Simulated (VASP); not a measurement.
# Sb2O (I4/mcm) in VASP: further runs

Runs on Sb2O. Level: PBE. Tasks: single point, relaxation of cell and atoms.

Program: VASP 6.6.1. These are calculated values, not measurements. Logs are shortened: lines on timing, memory, paths and dates and some standing lists are left out, and cuts for length are marked.

**1. The cell of the first run**

Symmetry: I4/mcm, No. 140, tetragonal system. Conventional cell: a = 6.799 Å, b = 6.799 Å, c = 5.547 Å, α = 90.00°, β = 90.00°, γ = 90.00°. Sb (site symmetry m2m) has 4 O at 2.91 Å and 11 Sb at 3.04 to 3.62 Å within 3.8 Å. Within 3.7 Å of O (site symmetry 422) lie 2 O at 2.77 Å and 8 Sb at 2.91 Å.

The cell was generated, and may not be a known phase.

**2. Single point, PBE**

Input file INCAR:

```
SYSTEM = Sb2O
ALGO = Normal ; EDIFF = 1E-6
ENCUT = 520 ; GGA = PE
ISIF = 2 ; ISMEAR = 0
LASPH = .TRUE. ; LCHARG = .TRUE.
LELF = .TRUE. ; LREAL = .FALSE.
LVHAR = .TRUE. ; LWAVE = .FALSE.
NBANDS = 25 ; NELM = 80
PREC = Accurate ; SIGMA = 0.1
```

Input file KPOINTS:

```
k-points
0
G
  4 4 4
  0 0 0
```

Input file POSCAR:

```
Sb2O
1.0
   -3.3993780400      3.3993780400      2.7733461900
    3.3993780400     -3.3993780400      2.7733461900
    3.3993780400      3.3993780400     -2.7733461900
Sb O
4 2
Direct
    0.6579999900      0.1579999900      0.8159999800
    0.1579999900      0.3420000100      0.5000000000
    0.3420000100      0.8420000100      0.1840000200
    0.8420000100      0.6579999900      0.5000000000
    0.2500000000      0.2500000000      0.0000000000
    0.7500000000      0.7500000000      0.0000000000
```

Potentials or basis: VASP PAW PBE potentials, release 64 (Sb, O).

On the command line:

```bash
$ cat potpaw_PBE.64/Sb/POTCAR potpaw_PBE.64/O/POTCAR > POTCAR
$ mpirun -np 1 vasp_std > vasp.out
```

OUTCAR:

```text
SYSTEM = Sb2O
   EDIFF = 1E-6
   ENCUT = 520
   GGA = PE
   ISIF = 2
   ISMEAR = 0
   LASPH = .TRUE.
   LREAL = .FALSE.
   NELM = 80
   PREC = Accurate

 ion  position               nearest neighbor table
   1  0.658  0.158  0.816-   3 3.04   3 3.29   3 3.29   4 3.51   2 3.51   2 3.51   4 3.51   4 3.62
                             2 3.62   2 3.62   4 3.62
   2  0.158  0.342  0.500-   4 3.04   4 3.29   4 3.29   1 3.51   3 3.51   1 3.51   3 3.51   3 3.62
                             1 3.62   1 3.62   3 3.62
   3  0.342  0.842  0.184-   1 3.04   1 3.29   1 3.29   4 3.51   2 3.51   4 3.51   2 3.51   2 3.62
                             4 3.62   4 3.62   2 3.62
   4  0.842  0.658  0.500-   2 3.04   2 3.29   2 3.29   3 3.51   1 3.51   1 3.51   3 3.51   1 3.62
                             1 3.62   3 3.62   3 3.62
   5  0.250  0.250  0.000-
   6  0.750  0.750  0.000-

  LATTYP: Found a body centered tetragonal cell.
 ALAT       =     6.7987560800
 C/A-ratio  =     0.8158392969

  Lattice vectors:

 A1 = (  -3.3993780400,   3.3993780400,   2.7733461900)
 A2 = (   3.3993780400,  -3.3993780400,   2.7733461900)
 A3 = (   3.3993780400,   3.3993780400,  -2.7733461900)

Analysis of symmetry for initial positions (statically):
=====================================================================
 Subroutine PRICEL returns:
 Original cell was already a primitive cell.

 Routine SETGRP: Setting up the symmetry group for a
 body centered tetragonal supercell.

 Subroutine GETGRP returns: Found 16 space group operations
 (whereof  8 operations were pure point group operations)
 out of a pool of 16 trial point group operations.

The static configuration has the point symmetry C_4h.
 The point group associated with its full space group is D_4h.

Analysis of symmetry for dynamics (positions and initial velocities):
=====================================================================
 Subroutine PRICEL returns:
 Original cell was already a primitive cell.

 Routine SETGRP: Setting up the symmetry group for a
 body centered tetragonal supercell.

 Subroutine GETGRP returns: Found 16 space group operations
 (whereof  8 operations were pure point group operations)
 out of a pool of 16 trial point group operations.

The dynamic configuration has the point symmetry C_4h.
 The point group associated with its full space group is D_4h.

 Subroutine INISYM returns: Found 16 space group operations
 (whereof  8 operations are pure point group operations),
 and found     1 'primitive' translations

----------------------------------------------------------------------------------------
[... 95 lines left out ...]
   ISIF   =      2    stress and relaxation
   ISYM   =      2    0-nonsym 1-usesym 2-fastsym
   POTIM  = 0.5000    time-step for ionic-motion
   TEBEG  =    0.0;   TEEND  =   0.0 temperature during run
   PSTRESS=    0.0 pullay stress
   NELECT =      32.0000    total number of electrons
   NUPDOWN=      -1.0000    fix difference up-down
   EMIN   =  10.00;   EMAX   =-10.00  energy-range for DOS
   EFERMI =   0.00;   METHOD = LEGACY
   ISMEAR =     0;   SIGMA  =   0.10  broadening in eV -4-tet -1-fermi 0-gaus
   EFERMI_NEDOS =   21; number of points for ismear=-14 and -15
   IALGO  =     38    algorithm
   IMIX   =      4    mixing-type and parameters
     AMIX     =   0.40;   BMIX     =  1.00
     AMIX_MAG =   1.60;   BMIX_MAG =  1.00
  volume/ion in A,a.u.               =      21.37       144.18
  Fermi-wavevector in a.u.,A,eV,Ry     =   1.030791  1.947912 14.456591  1.062529
  Thomas-Fermi vector in A             =   2.164906
   LORBIT       =      0    0 simple, 1 ext, 2 COOP (PROOUT), +10 PAW based schemes
   GGA     = PE    functional components
   LHFCALC =     F    Hartree Fock is set to
   AEXX    =    0.0000 exact exchange contribution
   IVDW    =     0    specifies the selected vdW correction
   LEPSILON=     F    determine dielectric tensor
   LRPA    =     F    only Hartree local field effects (RPA)
 non-spin polarized calculation
 Gauss-broadening in eV      SIGMA  =   0.10
  energy-cutoff  :      520.00
  volume of cell :      128.19
 maximum number of plane-waves:      3467
 NGX is ok and might be reduce to    42
   NGX = 21   NGY = 21   NGZ = 21

 number of electron      31.9999999 magnetization

 Free energy of the ion-electron system (eV)
  ---------------------------------------------------
  ext. energy  EPLUGINS =         0.00000000
  ---------------------------------------------------
  free energy    TOTEN  =       -24.77510249 eV

  energy without entropy =      -24.75657068  energy(sigma->0) =      -24.76583659

 E-fermi :   7.0486     XC(G=0): -10.2535

 val. band max:        7.0169486681   @ k =   0.5000   0.5000   0.0000
 cond. band min:       7.1712491448   @ k =   0.5000   0.5000   0.5000
 fundamental gap:      0.1543004767
 Fermi energy:         7.0486416293

 k-point     1 :       0.0000    0.0000    0.0000
  band No.  band energies     occupation
      1      -9.7375      2.00000
      2      -8.9452      2.00000
      3      -4.5160      2.00000
      4      -1.3018      2.00000
      5      -0.2093      2.00000
      6      -0.2093      2.00000
[... 353 lines left out ...]
     24      10.4078      0.00000
     25      13.4532      0.00000

------------------------ aborting loop because EDIFF is reached ----------------------------------------

  FORCE on cell =-STRESS in cart. coord.  units (eV):
  Direction    XX          YY          ZZ          XY          YZ          ZX
  --------------------------------------------------------------------------------------
  -------------------------------------------------------------------------------------
  Total       -8.8123883     -8.8123883     -0.3667262      0.0000000      0.0000000      0.0000000
  in kB     -110.1390191   -110.1390191     -4.5834182      0.0000000      0.0000000      0.0000000
  external PRESSURE =     -74.9538188 kB  Pullay stress =       0.0000000 kB

 VOLUME and BASIS-vectors are now :
 -----------------------------------------------------------------------------
  energy-cutoff  :      520.00
  volume of cell :      128.19
      direct lattice vectors                 reciprocal lattice vectors
    -3.399378040  3.399378040  2.773346190     0.000000000  0.147085730  0.180287626
     3.399378040 -3.399378040  2.773346190     0.147085730  0.000000000  0.180287626
     3.399378040  3.399378040 -2.773346190     0.147085730  0.147085730  0.000000000

 POSITION                                       TOTAL-FORCE (eV/Angst)
 -----------------------------------------------------------------------------------
      1.07420      4.47358      0.00000         0.571925      0.571925     -0.000000
      2.32517      1.07420      0.00000        -0.571925      0.571925      0.000000
      2.32517     -1.07420      2.77335        -0.571925     -0.571925      0.000000
      1.07420      2.32517      2.77335         0.571925     -0.571925      0.000000
      0.00000      0.00000      1.38667         0.000000     -0.000000      0.000000
      0.00000      0.00000      4.16002         0.000000     -0.000000      0.000000
 -----------------------------------------------------------------------------------
    total drift:                               -0.000000      0.000000     -0.000000

  FREE ENERGIE OF THE ION-ELECTRON SYSTEM (eV)
  ---------------------------------------------------
  free  energy   TOTEN  =       -24.7751024919 eV

  energy  without entropy=      -24.7565706810  energy(sigma->0) =      -24.76583659
```

Wall time 40 s (1 thread of AMD EPYC 9R45 (Zen 5), shared host); peak memory 0.22 GiB.

What came out:

| Item | Value |
| --- | --- |
| Free energy | -24.7751 eV |
| Pressure | -7.5 GPa |
| Largest force | 0.809 eV/Å |
| Band gap on the k mesh | zero (bands 16 and 17 overlap by 0.37 eV) |

Forces on the atoms (eV/Å):
```
Sb   0.572  0.572  0.000
Sb  -0.572  0.572  0.000
Sb  -0.572 -0.572  0.000
Sb   0.572 -0.572  0.000
O    0.000  0.000  0.000
O    0.000  0.000  0.000
```

Caveat: the k points lie up to 0.37 Å⁻¹ apart; spin-orbit coupling is left out, which moves the levels of the heavy elements.

**3. Relaxation of cell and atoms, PBE**

Input file INCAR:

```
PREC = Accurate
ENCUT = 600
EDIFF = 1E-6
ISMEAR = 0
SIGMA = 0.1
LREAL = F
LASPH = T
NELM = 80
ALGO = Normal
ISIF = 3
LWAVE = F
LCHARG = F
GGA = PE
IBRION = 2
NSW = 90
EDIFFG = -0.04
```

Input file KPOINTS:

```
regular mesh
0
Gamma
  4 4 4
```

POSCAR is that of step 2.

Potentials or basis: VASP PAW PBE potentials, release 64 (Sb, O).

On the command line:

```bash
$ cat potpaw_PBE.64/Sb/POTCAR potpaw_PBE.64/O/POTCAR > POTCAR
$ mpirun -np 1 vasp_std > vasp.out
```

Wall time 9.7 min (1 thread of AMD EPYC 9R45 (Zen 5), shared host); peak memory 0.33 GiB.

It converged, with:

| Item | Value |
| --- | --- |
| Free energy | -26.2843 eV |
| Relaxed volume | 20.15 Å³/atom |
| Relaxed cell | a = 5.397 Å, b = 5.397 Å, c = 5.397 Å, α = 108.51°, β = 108.51°, γ = 111.41° |
| Space group after relaxing (to 0.1 Å) | I4/mcm (No. 140) |
| Energy gained by relaxing | 251.2 meV/atom |
| Ionic steps | 25 |
| Pressure after relaxing | -0.1 GPa |
| Largest force after relaxing | 0.005 eV/Å |
| Band gap on the k mesh | zero (bands 16 and 17 overlap by 1.74 eV) |

Forces on the atoms (eV/Å):
```
Sb   0.004  0.004  0.000
Sb  -0.004  0.004  0.000
Sb  -0.004 -0.004  0.000
Sb   0.004 -0.004  0.000
O    0.000  0.000  0.000
O    0.000  0.000  0.000
```

Stress tensor (GPa, compression positive):
```
-0.15  0.00  0.00
 0.00 -0.15  0.00
 0.00  0.00 -0.04
```

The path:
```tsv
step	energy change (eV)	largest force (eV/Å)	pressure (GPa)	volume (Å³)
1	0.0000	0.8091	-7.49	128.19
2	-0.8292	1.0251	2.56	110.35
3	-0.8304	1.0273	3.12	109.73
4	-1.0968	0.5046	2.19	111.06
5	-1.1728	0.2617	1.88	112.01
6	-1.1766	0.2181	1.88	112.23
7	-1.2029	0.2191	-1.68	116.59
8	-1.2075	0.2122	-0.72	115.33
9	-1.2257	0.2029	-0.39	114.68
10	-1.2737	0.2362	0.70	112.71
11	-1.0184	0.1156	5.96	108.56
12	-1.2770	0.2084	1.03	112.37
13	-1.2888	0.1832	0.73	112.93
14	-1.3043	0.1791	0.04	114.31
15	-1.3284	0.1889	-0.14	114.88
16	-1.3789	0.1890	-0.63	116.59
17	-1.4366	0.1891	-1.20	119.96
18	-1.4349	0.0826	-3.01	126.56
19	-1.4526	0.1418	-1.89	122.59
20	-1.4754	0.1004	-0.83	121.44
21	-1.4855	0.0611	0.55	120.01
22	-1.4922	0.0515	0.27	120.42
23	-1.5027	0.0250	-0.56	121.64
24	-1.5030	0.0209	-0.71	121.86
25	-1.5071	0.0051	-0.11	120.88
```

Final structure:
```xyz
6
Lattice="-3.1525 3.1525 3.0407 3.1525 -3.1525 3.0407 3.1525 3.1525 -3.0407" Properties=species:S:1:pos:R:3 pbc="T T T"
Sb    1.5195    4.6720    0.0000
Sb    1.6331    1.5195    0.0000
Sb    1.6331   -1.5195    3.0407
Sb    1.5195    1.6331    3.0407
O     3.1525    3.1525   -1.5203
O     3.1525    3.1525    1.5203
```

Levels at points of the mesh, in eV from the Fermi level:
```tsv
k point	band 14	band 15	band 16	band 17	band 18	band 19
(0.00, 0.00, 0.00)	-0.42	-0.42	0.25	0.25	2.11	2.16
(0.50, 0.00, 0.00)	-2.44	-0.11	-0.11	0.40	0.40	1.93
(0.50, 0.50, 0.00)	-1.56	-0.97	0.02	0.40	0.45	0.68
(0.50, 0.50, 0.50)	-2.14	-1.68	-1.68	-1.49	-1.49	4.31
```

Caveat: the k points lie up to 0.36 Å⁻¹ apart in the final cell, too coarse for converged energies and pressures of a metal; spin-orbit coupling is left out, which moves the levels of the heavy elements.

The gap in the log of VASP goes by the Fermi energy; the results here count the filled bands.